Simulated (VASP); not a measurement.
Si16H8Cl, 25 atoms in the cell. The cell holds a slab with vacuum, 25 atoms: a = 7.679 Å, b = 7.679 Å, c = 17.869 Å, α = 90.00°, β = 90.00°, γ = 60.00°. 

* Program: VASP 6.6.1
* Task: single point
* Functional: PBE
* Dispersion: D3(BJ)
* Potentials or basis: VASP PAW PBE potentials, release 64 (H, Si, Cl)
* Cutoff: 520 eV
* k mesh: 2 × 2 × 1
* Occupations: fermi-dirac, width 0.02 eV
* Spin: collinear spin
* Starting moments: [0.0, 0.0, 0.0, 0.0, 0.0, 0.0, 0.0, 0.0, 0.0, 0.0, 0.0, 0.0, 0.0, 0.0, 0.0, 0.0, 0.0, 0.0, 0.0, 0.0, 0.19, 0.0, 0.0, 0.0, 0.0] μB
* Dipole correction: no
* Further INCAR settings: LREAL = Auto; ALGO = Normal; EDIFF = 1e-06; NBANDS = 62

Potentials or basis: VASP PAW PBE potentials, release 64 (H, Si, Cl).

The run is started by

```sh
$ cat potpaw_PBE.64/H/POTCAR potpaw_PBE.64/Si/POTCAR potpaw_PBE.64/Cl/POTCAR > POTCAR
$ mpirun -np 1 vasp_std > vasp.out
```

Hardware: 1 thread of AMD EPYC 9R45 96-Core Processor (Zen 5), with other jobs on the host.

Task: Estimate the wall time of this run.

Result: Run time: 12 min on 1 thread of AMD EPYC 9R45 96-Core Processor (Zen 5), on a shared host, peak memory 1.4 GiB. Counts: scf iterations 27, k points 4.
